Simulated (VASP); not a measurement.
# As (R-3m) in VASP: further runs, part 2 of 2

VASP 6.6.1. Earlier steps stand in the parts before.

## Step 3: Single point, PBEsol (strain +0.000 along x and y, +0.015 along z)

The input, INCAR:

```
SYSTEM = As
PREC = Accurate
ENCUT = 520
EDIFF = 1E-6
ISMEAR = 0
SIGMA = 0.15
LREAL = .FALSE.
LASPH = .TRUE.
NELM = 100
ALGO = Normal
ISIF = 2
LWAVE = .FALSE.
LCHARG = .FALSE.
GGA = PS
NBANDS = 12
```

The input, KPOINTS:

```
regular mesh
0
G
  18 18 18
  0 0 0
```

The input, POSCAR:

```
As
1.0
    1.8797494575      1.0852738553      3.5380565500
   -1.8797494575      1.0852738553      3.5380565500
    0.0000000000     -2.1705477106      3.5380565500
As
2
Direct
    0.2275400000      0.2275400000      0.2275400000
    0.7724600000      0.7724600000      0.7724600000
```

Potentials or basis: VASP PAW PBE potentials, release 64 (As).

Command:

```
cat potpaw_PBE.64/As/POTCAR > POTCAR
mpirun -np 1 vasp_std > vasp.out
```

OUTCAR:

```text
SYSTEM = As
   PREC = Accurate
   ENCUT = 520
   EDIFF = 1E-6
   ISMEAR = 0
   LREAL = .FALSE.
   LASPH = .TRUE.
   NELM = 100
   ISIF = 2
   GGA = PS

 ion  position               nearest neighbor table
   1  0.228  0.228  0.228-   2 2.53   2 2.53   2 2.53
   2  0.772  0.772  0.772-   1 2.53   1 2.53   1 2.53

  LATTYP: Found a trigonal (rhomboedric) cell.
 ALAT       =     4.1507976962
 COS(alpha) =     0.5898272561

  Lattice vectors:

 A1 = (   1.8797494575,   1.0852738553,   3.5380565500)
 A2 = (  -1.8797494575,   1.0852738553,   3.5380565500)
 A3 = (   0.0000000000,  -2.1705477106,   3.5380565500)

Analysis of symmetry for initial positions (statically):
=====================================================================
 Subroutine PRICEL returns:
 Original cell was already a primitive cell.

 Routine SETGRP: Setting up the symmetry group for a
 trigonal (rhombohedral) supercell.

 Subroutine GETGRP returns: Found 12 space group operations
 (whereof 12 operations were pure point group operations)
 out of a pool of 12 trial point group operations.

The static configuration has the point symmetry D_3d.

Analysis of symmetry for dynamics (positions and initial velocities):
=====================================================================
 Subroutine PRICEL returns:
 Original cell was already a primitive cell.

 Routine SETGRP: Setting up the symmetry group for a
 trigonal (rhombohedral) supercell.

 Subroutine GETGRP returns: Found 12 space group operations
 (whereof 12 operations were pure point group operations)
 out of a pool of 12 trial point group operations.

The dynamic configuration has the point symmetry D_3d.

 Subroutine INISYM returns: Found 12 space group operations
 (whereof 12 operations are pure point group operations),
 and found     1 'primitive' translations

----------------------------------------------------------------------------------------

                                     Primitive cell

  volume of cell :      43.3067

  direct lattice vectors                    reciprocal lattice vectors
[... 118 lines left out ...]
 non-spin polarized calculation
 Gauss-broadening in eV      SIGMA  =   0.15
  energy-cutoff  :      520.00
  volume of cell :       43.31
 maximum number of plane-waves:      1182
   NGX = 15   NGY = 15   NGZ = 15

 number of electron      10.0000000 magnetization

 number of electron       9.9999999 magnetization

 Free energy of the ion-electron system (eV)
  ---------------------------------------------------
  ext. energy  EPLUGINS =         0.00000000
  ---------------------------------------------------
  free energy    TOTEN  =       -10.20153771 eV

  energy without entropy =      -10.19824323  energy(sigma->0) =      -10.19989047

 E-fermi :   5.3585     XC(G=0): -10.0886

 val. band max:        5.3565622814   @ k =   0.4444   0.3333   0.2778
 cond. band min:       5.3687147815   @ k =   0.4444   0.0556  -0.0000
 fundamental gap:      0.0121525001
 Fermi energy:         5.3585309302

 k-point     1 :       0.0000    0.0000    0.0000
  band No.  band energies     occupation
      1      -9.7100      2.00000
      2      -0.6041      2.00000
      3       2.6602      2.00000
      4       3.3621      2.00000
      5       3.3621      2.00000
      6       7.0115      0.00000
      7       8.1962      0.00000
      8       8.1962      0.00000
      9      12.0873      0.00000
     10      12.0873      0.00000
     11      12.4251      0.00000
     12      13.9773      0.00000
[... 331 lines left out ...]
 k-point    24 :      -0.2222    0.0556    0.0000
  band No.  band energies     occupation
      1      -8.8871      2.00000
      2      -2.7470      2.00000
      3       2.4697      2.00000
      4       2.8179      2.00000
      5       3.6130      2.00000
      6       6.3790      0.00000
      7       6.9463      0.00000
      8       7.8458      0.00000
      9      10.9875      0.00000
     10      11.9304      0.00000
     11      13.4222      0.00000
     12      16.4504      0.00000

 [... further k-points ...]

------------------------ aborting loop because EDIFF is reached ----------------------------------------

  FORCE on cell =-STRESS in cart. coord.  units (eV):
  Direction    XX          YY          ZZ          XY          YZ          ZX
  --------------------------------------------------------------------------------------
  -------------------------------------------------------------------------------------
  Total        0.0270233      0.0270233     -0.3539757      0.0000000      0.0000000      0.0000000
  in kB        0.9997542      0.9997542    -13.0957014      0.0000000      0.0000000      0.0000000
  external PRESSURE =      -3.6987310 kB  Pullay stress =       0.0000000 kB

 VOLUME and BASIS-vectors are now :
 -----------------------------------------------------------------------------
  energy-cutoff  :      520.00
  volume of cell :       43.31
      direct lattice vectors                 reciprocal lattice vectors
     1.879749457  1.085273855  3.538056550     0.265992895  0.153571070  0.094213682
    -1.879749457  1.085273855  3.538056550    -0.265992895  0.153571070  0.094213682
     0.000000000 -2.170547711  3.538056550     0.000000000 -0.307142139  0.094213682

 POSITION                                       TOTAL-FORCE (eV/Angst)
 -----------------------------------------------------------------------------------
      0.00000      0.00000      2.41515         0.000000     -0.000000      0.082796
      0.00000      0.00000      8.19902         0.000000      0.000000     -0.082796
 -----------------------------------------------------------------------------------
    total drift:                               -0.000000      0.000000     -0.000000

  FREE ENERGIE OF THE ION-ELECTRON SYSTEM (eV)
  ---------------------------------------------------
  free  energy   TOTEN  =       -10.2015377079 eV

  energy  without entropy=      -10.1982432336  energy(sigma->0) =      -10.19989047
```

OSZICAR:

```text
N       E                     dE             d eps       ncg     rms          rms(c)
DAV:   1     0.275397751449E+02    0.27540E+02   -0.41932E+03 13928   0.693E+02
DAV:   2    -0.862726880572E+01   -0.36167E+02   -0.34559E+02 18488   0.110E+02
DAV:   3    -0.102260519090E+02   -0.15988E+01   -0.15915E+01 17684   0.237E+01
DAV:   4    -0.102339554910E+02   -0.79036E-02   -0.79029E-02 15572   0.187E+00
DAV:   5    -0.102339746088E+02   -0.19118E-04   -0.19118E-04 17536   0.101E-01    0.334E+00
DAV:   6    -0.102131972270E+02    0.20777E-01   -0.53129E-03 15612   0.407E-01    0.199E+00
DAV:   7    -0.102014944528E+02    0.11703E-01   -0.11826E-02 15696   0.622E-01    0.672E-02
DAV:   8    -0.102015236351E+02   -0.29182E-04   -0.29786E-04 16688   0.106E-01    0.222E-02
DAV:   9    -0.102015383153E+02   -0.14680E-04   -0.26293E-05 16872   0.310E-02    0.108E-02
DAV:  10    -0.102015377079E+02    0.60745E-06   -0.20227E-06 13596   0.784E-03
   1 F= -.10201538E+02 E0= -.10199890E+02  d E =-.329447E-02
```

stdout:

```text
POSCAR found type information on POSCAR As
 POSCAR found :  1 types and       2 ions
 scaLAPACK will be used
 -----------------------------------------------------------------------------
|                                                                             |
|                                                                             |
|     You enforced a specific xc type in the INCAR file but a different       |
|     I HOPE YOU KNOW WHAT YOU ARE DOING!                                     |
|                                                                             |
 -----------------------------------------------------------------------------

 LDA part: xc-table for (Slater+PW92), standard interpolation
 POSCAR, INCAR and KPOINTS ok, starting setup
 FFT: planning ... GRIDC
 FFT: planning ... GRID_SOFT
 FFT: planning ... GRID
 WAVECAR not read
 entering main loop
```

Run time: 2.5 min. Hardware: 1 thread of AMD EPYC 7R13 (Zen 3), shared host; peak memory 0.34 GiB.

What came out:

```
Free energy            : -10.2015 eV
Pressure               : -0.4 GPa
Largest force          : 0.083 eV/Å
Band gap on the k mesh : zero (bands 5 and 6 overlap by 0.57 eV)
```

Forces on the atoms (eV/Å):
```
As   0.000  0.000  0.083
As   0.000  0.000 -0.083
```

Levels at points of the mesh, in eV from the Fermi level:
```tsv
k point	band 2	band 3	band 4	band 5	band 6	band 7	band 8	band 9
(0.00, 0.00, 0.00)	-5.96	-2.70	-2.00	-2.00	1.65	2.84	2.84	6.73
(0.50, 0.00, 0.00)	-11.15	-2.88	-2.81	-0.48	-0.43	0.09	1.20	8.69
(0.50, 0.50, 0.00)	-9.75	-6.10	-4.35	-4.12	1.40	5.28	6.63	7.06
(0.50, 0.50, 0.50)	-10.16	-1.72	-1.72	-0.62	0.69	0.69	1.72	7.83
```

Caveat: the cell differs from its parent crystal (strain +0.000 along x and y, +0.015 along z); the PAW data sets were made with another functional, which shifts forces and pressure a little.
